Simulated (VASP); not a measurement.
Here is a VASP 6.6.1 calculation.

INCAR

```
PREC     = Accurate       # precision mode
ENCUT    = 520            # plane-wave cutoff, eV
EDIFF    = 1E-7           # SCF threshold, eV
ISMEAR   = 0              # smearing method
SIGMA    = 0.1            # smearing width, eV
LREAL    = F              # projectors in reciprocal space
LASPH    = T              # aspherical terms in the spheres
NELM     = 100            # most SCF steps
ALGO     = Normal         # electronic algorithm
ISIF     = 2              # what is computed and relaxed
LWAVE    = F              # write WAVECAR
LCHARG   = T              # write CHGCAR
LDIPOL   = T            
IDIPOL   = 3            
DIPOL    = 0.5 0.5 0.390
GGA      = PE             # functional
LELF     = T              # ELF
LVHAR    = T            
LVACPOTAV= T            
NBANDS   = 42             # bands
```

The input KPOINTS:

```
Automatic mesh
0
Gamma
  9 9 1
```

File POSCAR:

```
Ti5O
1.0
    2.9381632086      0.0000000000      0.0000000000
   -1.4690816043      2.5445239791      0.0000000000
    0.0000000000      0.0000000000     24.7117068140
Ti O
5 1
Direct
    0.6666666667      0.3333333333      0.1618666015
    0.3333333333      0.6666666666      0.2559609806
    0.6666666667      0.3333333333      0.3506708119
    0.3333333333      0.6666666666      0.4475655916
    0.6666666667      0.3333333333      0.5346335206
    1.0000000000      0.5000000000      0.5914179964
```

Potentials or basis: VASP PAW PBE potentials, release 64 (Ti_sv, O).

Run with:

```sh
$ cat potpaw_PBE.64/Ti_sv/POTCAR potpaw_PBE.64/O/POTCAR > POTCAR
$ mpirun -np 1 vasp_std > vasp.out
```

(1) What does it give for the largest force?

(2) Predict the band gap on the k mesh.

Answers

(1) 2.640 eV/Å.

(2) zero (bands 33 and 34 overlap by 0.96 eV).
